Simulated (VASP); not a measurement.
Here is a VASP 6.6.1 calculation.

INCAR

```
SYSTEM = Eu
ALGO = Normal ; EDIFF = 1E-6
ENCUT = 520 ; GGA = PE
ISIF = 2 ; ISMEAR = -5
ISPIN = 2 ; LASPH = .TRUE.
LCHARG = .FALSE. ; LMAXMIX = 6
LORBIT = 11 ; LREAL = .FALSE.
LWAVE = .FALSE. ; MAGMOM = 7 -7
NBANDS = 28 ; NELM = 150
PREC = Accurate ; SIGMA = 0.1
```

KPOINTS

```
k-points
0
G
  8 8 5
  0 0 0
```

Contents of POSCAR:

```
Eu
1.0
   -2.3030000000      2.3030000000      2.3030000000
    2.3030000000     -2.3030000000      2.3030000000
    4.6060000000      4.6060000000      0.0000000000
Eu
2
Direct
    0.0000000000      0.0000000000      0.0000000000
    0.5000000000      0.5000000000      0.5000000000
```

Potentials or basis: VASP PAW PBE potentials, release 64 (Eu).

Command:

```console
$ cat potpaw_PBE.64/Eu/POTCAR > POTCAR
$ mpirun -np 1 vasp_std > vasp.out
```

Task: Estimate the pressure.

Result: -1.9 GPa.

Task: Predict the site moments.

Result: Eu +6.67, -6.67 μB.

Task: Predict the band gap on the k mesh.

Result: Zero (filled and empty bands overlap).

Task: What does it give for the net moment?

Result: 0.00 μB per cell.

Stress tensor (GPa, compression positive):
```
-1.76  0.30  0.00
 0.30 -1.76  0.00
 0.00  0.00 -2.06
```

Caveat: the antiferromagnetic order is the one typed at the start, and another may lie lower; spin-orbit coupling is left out, which moves the levels of the heavy elements; semilocal functionals describe open f shells poorly, which spoils levels, moments and volumes; tetrahedron occupations give inexact forces and stress in metals. The state reached can hang on the start; a lower one may exist.
